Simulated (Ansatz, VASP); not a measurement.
**Two plane-wave programs on Zr3As4**

```
Zr As
1.0
     5.88382    0.00000    0.00000
     0.00000    5.88382    0.00000
     0.00000    0.00000    5.88382
Zr As
3 4
Cartesian
  0.0000 0.0000 2.9419
  0.0000 2.9419 0.0000
  2.9419 0.0000 0.0000
  1.5779 1.5779 1.5779
  1.5779 4.3059 4.3059
  4.3059 1.5779 4.3059
  4.3059 4.3059 1.5779
```

Change from the starting cell: ordered vacancies on the cation sites of zinc blende (P-43m, No. 215).

Alike in both runs: task relaxation of cell and atoms; functional PBE; k mesh 6 × 6 × 6; occupations gaussian, width 0.02 eV; no spin polarisation.

|  | VASP | Ansatz |
| --- | --- | --- |
| version | VASP 6.6.1 | Ansatz 0.2.0 |
| potentials or method | VASP PAW PBE potentials, release 64 (Zr_sv, As), cutoff 500 eV | scalar-relativistic, plane waves, PAW |
| valence electrons in the cell | 56 | 96 |

```tsv
	VASP	Ansatz	Ansatz less VASP
gap on the k mesh at the Fermi level, each at its own relaxed structure (eV)	0.95	0.95	+0.005
relaxed volume (Å³/atom)	29.14	29.10	-0.037
relaxed cell length with the largest relative difference (Å)	5.886	5.884	-0.0025
```

VASP's potentials hold 56 valence electrons a cell and Ansatz's 96, so a difference there can come from the potentials and not from the codes.
